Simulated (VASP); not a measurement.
# Mo (Im-3m) in VASP: relaxation of cell and atoms with PBE

Aim: the relaxation of cell and atoms of Mo with PBE.

Everything below comes from runs of VASP 6.6.1. Logs are shortened: lines on timing, memory, paths and dates and some standing lists are left out, and cuts for length are marked.

### 1 The cell of the first run

The structure is cubic, space group Im-3m (No. 229). Conventional cell: a = 3.163 Å, b = 3.163 Å, c = 3.163 Å, α = 90.00°, β = 90.00°, γ = 90.00°. Mo (site symmetry m-3m) has 14 Mo at 2.74 to 3.16 Å within 3.6 Å.

### 2 Relaxation of cell and atoms, PBE

Contents of INCAR:

```
SYSTEM = Mo
PREC = Accurate
ENCUT = 600
EDIFF = 1E-7
ISMEAR = -1
SIGMA = 0.1
LREAL = .FALSE.
LASPH = .TRUE.
NELM = 80
ALGO = Normal
ISIF = 3
LWAVE = .FALSE.
LCHARG = .FALSE.
GGA = PE
IBRION = 2
NSW = 60
EDIFFG = -0.005
```

Contents of KPOINTS:

```
Automatic mesh
0
G
  21 21 21
  0 0 0
```

Contents of POSCAR:

```
Mo
1.0
   -1.5813925127      1.5813925127      1.5813925127
    1.5813925127     -1.5813925127      1.5813925127
    1.5813925127      1.5813925127     -1.5813925127
Mo
1
Direct
    0.0000000000      0.0000000000      0.0000000000
```

Potentials or basis: VASP PAW PBE potentials, release 64 (Mo_sv).

On the command line:

```console
> cat potpaw_PBE.64/Mo_sv/POTCAR > POTCAR
> mpirun -np 1 vasp_std > vasp.out
```

OUTCAR:

```text
SYSTEM = Mo
   PREC = Accurate
   ENCUT = 600
   EDIFF = 1E-7
   ISMEAR = -1
   LREAL = .FALSE.
   LASPH = .TRUE.
   NELM = 80
   ISIF = 3
   GGA = PE
   IBRION = 2
   NSW = 60
   EDIFFG = -0.005

 ion  position               nearest neighbor table
   1  0.000  0.000  0.000-

  LATTYP: Found a body centered cubic cell.
 ALAT       =     3.1627850254

  Lattice vectors:

 A1 = (  -1.5813925127,   1.5813925127,   1.5813925127)
 A2 = (   1.5813925127,  -1.5813925127,   1.5813925127)
 A3 = (   1.5813925127,   1.5813925127,  -1.5813925127)

Analysis of symmetry for initial positions (statically):
=====================================================================
 Subroutine PRICEL returns:
 Original cell was already a primitive cell.

 Routine SETGRP: Setting up the symmetry group for a
 body centered cubic supercell.

 Subroutine GETGRP returns: Found 48 space group operations
 (whereof 48 operations were pure point group operations)
 out of a pool of 48 trial point group operations.

The static configuration has the point symmetry O_h .

Analysis of symmetry for dynamics (positions and initial velocities):
=====================================================================
 Subroutine PRICEL returns:
 Original cell was already a primitive cell.

 Routine SETGRP: Setting up the symmetry group for a
 body centered cubic supercell.

 Subroutine GETGRP returns: Found 48 space group operations
 (whereof 48 operations were pure point group operations)
 out of a pool of 48 trial point group operations.

The dynamic configuration has the point symmetry O_h .

 Subroutine INISYM returns: Found 48 space group operations
 (whereof 48 operations are pure point group operations),
 and found     1 'primitive' translations

----------------------------------------------------------------------------------------

                                     Primitive cell

  volume of cell :      15.8190

  direct lattice vectors                    reciprocal lattice vectors
    -1.581392513  1.581392513  1.581392513     0.000000000  0.316177038  0.316177038
     1.581392513 -1.581392513  1.581392513     0.316177038  0.000000000  0.316177038
     1.581392513  1.581392513 -1.581392513     0.316177038  0.316177038  0.000000000

  length of vectors
     2.739052179  2.739052179  2.739052179     0.447141855  0.447141855  0.447141855

  position of ions in fractional coordinates (direct lattice)
     0.000000000  0.000000000  0.000000000

  ion indices of the primitive-cell ions
   primitive index   ion index
                 1           1

----------------------------------------------------------------------------------------

 KPOINTS: Automatic mesh

Automatic generation of k-mesh.
 Grid dimensions read from file:
 generate k-points for:   21   21   21

 Generating k-lattice:

  Cartesian coordinates                     Fractional coordinates (reciprocal lattice)
     0.000000000  0.015056049  0.015056049     0.047619048  0.000000000  0.000000000
     0.015056049  0.000000000  0.015056049     0.000000000  0.047619048  0.000000000
     0.015056049  0.015056049  0.000000000     0.000000000  0.000000000  0.047619048

  Length of vectors
     0.021292469  0.021292469  0.021292469

  Shift w.r.t. Gamma in fractional coordinates (k-lattice)
     0.000000000  0.000000000  0.000000000

 Subroutine IBZKPT returns following result:
 ===========================================

 Found    286 irreducible k-points:

 Following reciprocal coordinates:
            Coordinates               Weight
  0.000000  0.000000  0.000000      1.000000
  0.047619  0.000000  0.000000     12.000000
  0.095238  0.000000  0.000000     12.000000
  0.142857  0.000000  0.000000     12.000000
  0.190476  0.000000  0.000000     12.000000
  0.238095  0.000000  0.000000     12.000000
[... 16 lines left out ...]
  0.142857  0.095238  0.000000     48.000000
  0.190476  0.095238 -0.000000     48.000000
 [... further k-points ...]
   k-points           NKPTS =    286   k-points in BZ     NKDIM =    286   number of bands    NBANDS=     11
   number of dos      NEDOS =    301   number of ions     NIONS =      1
   total plane-waves  NPLWV =  13824
   dimension x,y,z NGX =    24 NGY =   24 NGZ =   24
   dimension x,y,z NGXF=    48 NGYF=   48 NGZF=   48
   ions per type =               1
   NGX,Y,Z   is equivalent  to a cutoff of  14.57, 14.57, 14.57 a.u.
   NGXF,Y,Z  is equivalent  to a cutoff of  29.13, 29.13, 29.13 a.u.
 SYSTEM =  Mo
   PREC   = accura    normal or accurate (medium, high low for compatibility)
   ISTART =      0    job   : 0-new  1-cont  2-samecut
   ICHARG =      2    charge: 1-file 2-atom 10-const
   ISPIN  =      1    spin polarized calculation?
   LNONCOLLINEAR =      F non collinear calculations
   LSORBIT =      F    spin-orbit coupling
   LASPH  =      T    aspherical Exc in radial PAW
   ENCUT  =  600.0 eV  44.10 Ry    6.64 a.u.   5.47  5.47  5.47*2*pi/ulx,y,z
   NELM   =     80;   NELMIN=  2; NELMDL= -5     # of ELM steps
   EDIFF  = 0.1E-06   stopping-criterion for ELM
   LREAL  =      F    real-space projection
   EDIFFG = -.5E-02   stopping-criterion for IOM
   NSW    =     60    number of steps for IOM
   IBRION =      2    ionic relax: 0-MD 1-quasi-New 2-CG
   NFREE  =      1    steps in history (QN), initial steepest desc. (CG)
   ISIF   =      3    stress and relaxation
   ISYM   =      2    0-nonsym 1-usesym 2-fastsym
   POTIM  = 0.5000    time-step for ionic-motion
   TEBEG  =    0.0;   TEEND  =   0.0 temperature during run
   PSTRESS=    0.0 pullay stress
   NELECT =      14.0000    total number of electrons
   NUPDOWN=      -1.0000    fix difference up-down
   EMIN   =  10.00;   EMAX   =-10.00  energy-range for DOS
   EFERMI =   0.00;   METHOD = LEGACY
   ISMEAR =    -1;   SIGMA  =   0.10  broadening in eV -4-tet -1-fermi 0-gaus
   EFERMI_NEDOS =   21; number of points for ismear=-14 and -15
   IALGO  =     38    algorithm
   IMIX   =      4    mixing-type and parameters
     AMIX     =   0.40;   BMIX     =  1.00
     AMIX_MAG =   1.60;   BMIX_MAG =  1.00
  volume/ion in A,a.u.               =      15.82       106.75
  Fermi-wavevector in a.u.,A,eV,Ry     =   1.571778  2.970229 33.612998  2.470486
  Thomas-Fermi vector in A             =   2.673311
   LORBIT       =      0    0 simple, 1 ext, 2 COOP (PROOUT), +10 PAW based schemes
   GGA     = PE    functional components
   LHFCALC =     F    Hartree Fock is set to
   AEXX    =    0.0000 exact exchange contribution
   IVDW    =     0    specifies the selected vdW correction
   LEPSILON=     F    determine dielectric tensor
   LRPA    =     F    only Hartree local field effects (RPA)
 conjugate gradient relaxation of ions
 non-spin polarized calculation
  energy-cutoff  :      600.00
  volume of cell :       15.82
 maximum number of plane-waves:       543
 NGX is ok and might be reduce to    24
   NGX = 11   NGY = 11   NGZ = 11

 number of electron      14.0000002 magnetization

 Free energy of the ion-electron system (eV)
  ---------------------------------------------------
  ext. energy  EPLUGINS =         0.00000000
  ---------------------------------------------------
  free energy    TOTEN  =       -10.94531089 eV

  energy without entropy =      -10.92295674  energy(sigma->0) =      -10.93413381

 E-fermi :  12.4165     XC(G=0): -13.3229

 val. band max:       12.4049846141   @ k =  -0.4286   0.4286   0.2857
 cond. band min:      12.4420970801   @ k =  -0.2381   0.3333   0.0952
 fundamental gap:      0.0371124660
 Fermi energy:        12.4164566098

 k-point     1 :       0.0000    0.0000    0.0000
  band No.  band energies     occupation
      1     -48.8744      2.00000
      2     -22.1684      2.00000
      3     -22.1684      2.00000
      4     -22.1684      2.00000
      5       5.2068      2.00000
      6      11.0623      2.00000
      7      11.0623      2.00000
      8      11.0623      2.00000
      9      14.0441      0.00000
     10      14.0441      0.00000
     11      27.2164      0.00000

 k-point     2 :       0.0476    0.0000    0.0000
  band No.  band energies     occupation
      1     -48.8689      2.00000
      2     -22.2005      2.00000
      3     -22.1784      2.00000
      4     -22.1687      2.00000
      5       5.3066      2.00000
      6      11.0060      2.00000
      7      11.0538      2.00000
      8      11.1551      1.99999
      9      13.9592      0.00000
     10      14.0454      0.00000
     11      27.2920      0.00000

 k-point     3 :       0.0952    0.0000    0.0000
  band No.  band energies     occupation
      1     -48.8529      2.00000
      2     -22.2932      2.00000
      3     -22.2071      2.00000
      4     -22.1693      2.00000
      5       5.5956      2.00000
      6      10.8466      2.00000
      7      11.0182      2.00000
      8      11.4308      1.99990
      9      13.7551      0.00000
     10      14.0523      0.00000
     11      27.4852      0.00000

 k-point     4 :       0.1429    0.0000    0.0000
  band No.  band energies     occupation
      1     -48.8277      2.00000
      2     -22.4368      2.00000
      3     -22.2519      2.00000
      4     -22.1703      2.00000
      5       6.0402      2.00000
      6      10.6084      2.00000
      7      10.9378      2.00000
      8      11.8809      1.99060
      9      13.5500      0.00002
     10      14.0718      0.00000
     11      27.6834      0.00000
[... 239 lines left out ...]
 k-point    22 :       0.0952    0.0952    0.0000
  band No.  band energies     occupation
      1     -48.8134      2.00000
      2     -22.5153      2.00000
      3     -22.2506      2.00000
      4     -22.1994      2.00000
      5       6.2974      2.00000
      6      10.5874      2.00000
      7      10.7076      2.00000
      8      12.2275      1.73736
      9      13.3742      0.00014
     10      14.1759      0.00000
     11      27.9942      0.00000

 k-point    23 :       0.1429    0.0952    0.0000
  band No.  band energies     occupation
      1     -48.7826      2.00000
      2     -22.6778      2.00000
      3     -22.3046      2.00000
      4     -22.2090      2.00000
      5       6.8189      2.00000
      6      10.3393      2.00000
      7      10.5401      2.00000
      8      12.8843      0.01842
      9      13.2517      0.00047
     10      14.2824      0.00000
     11      28.1211      0.00000

 k-point    24 :       0.1905    0.0952   -0.0000
  band No.  band energies     occupation
      1     -48.7476      2.00000
      2     -22.8551      2.00000
      3     -22.3734      2.00000
      4     -22.2139      2.00000
      5       7.3238      2.00000
      6      10.0467      2.00000
      7      10.4808      2.00000
      8      13.2518      0.00047
      9      13.6912      0.00001
     10      14.3988      0.00000
     11      27.6669      0.00000

 [... further k-points ...]

------------------------ aborting loop because EDIFF is reached ----------------------------------------

  FORCE on cell =-STRESS in cart. coord.  units (eV):
  Direction    XX          YY          ZZ          XY          YZ          ZX
  --------------------------------------------------------------------------------------
  -------------------------------------------------------------------------------------
  Total       -0.0016421     -0.0016421     -0.0016421     -0.0000000     -0.0000000      0.0000000
  in kB       -0.1663167     -0.1663167     -0.1663167     -0.0000000     -0.0000000      0.0000000
  external PRESSURE =      -0.1663167 kB  Pullay stress =       0.0000000 kB

 VOLUME and BASIS-vectors are now :
 -----------------------------------------------------------------------------
  energy-cutoff  :      600.00
  volume of cell :       15.82
      direct lattice vectors                 reciprocal lattice vectors
    -1.581392513  1.581392513  1.581392513     0.000000000  0.316177038  0.316177038
     1.581392513 -1.581392513  1.581392513     0.316177038  0.000000000  0.316177038
     1.581392513  1.581392513 -1.581392513     0.316177038  0.316177038  0.000000000

 POSITION                                       TOTAL-FORCE (eV/Angst)
 -----------------------------------------------------------------------------------
      0.00000      0.00000      0.00000         0.000000      0.000000     -0.000000
 -----------------------------------------------------------------------------------
    total drift:                                0.000000      0.000000      0.000000

  FREE ENERGIE OF THE ION-ELECTRON SYSTEM (eV)
  ---------------------------------------------------
  free  energy   TOTEN  =       -10.9453108874 eV

  energy  without entropy=      -10.9229567414  energy(sigma->0) =      -10.93413381

 reached required accuracy - stopping structural energy minimisation
```

Run time: 70 s. Hardware: 1 thread of Intel Xeon 8259CL, shared host; peak memory 0.19 GiB.

Results:

```
Free energy             : -10.9453 eV
Pressure after relaxing : 0.0 GPa
Band gap on the k mesh  : zero (bands 7 and 8 overlap by 5.10 eV)
```

Final structure:
```yaml
crystal:
  lattice:
    - [-1.58139, 1.58139, 1.58139]
    - [1.58139, -1.58139, 1.58139]
    - [1.58139, 1.58139, -1.58139]
  atoms:
    - { symbol: Mo, position: [0.00000, 0.00000, 0.00000] }
```

Levels at points of the mesh, in eV from the Fermi level:
| k point | band 5 | band 6 | band 7 | band 8 | band 9 | band 10 |
| --- | --- | --- | --- | --- | --- | --- |
| (0.00, 0.00, 0.00) | -7.21 | -1.35 | -1.35 | -1.35 | 1.63 | 1.63 |

The gap in the log of VASP goes by the Fermi energy; the results here count the filled bands.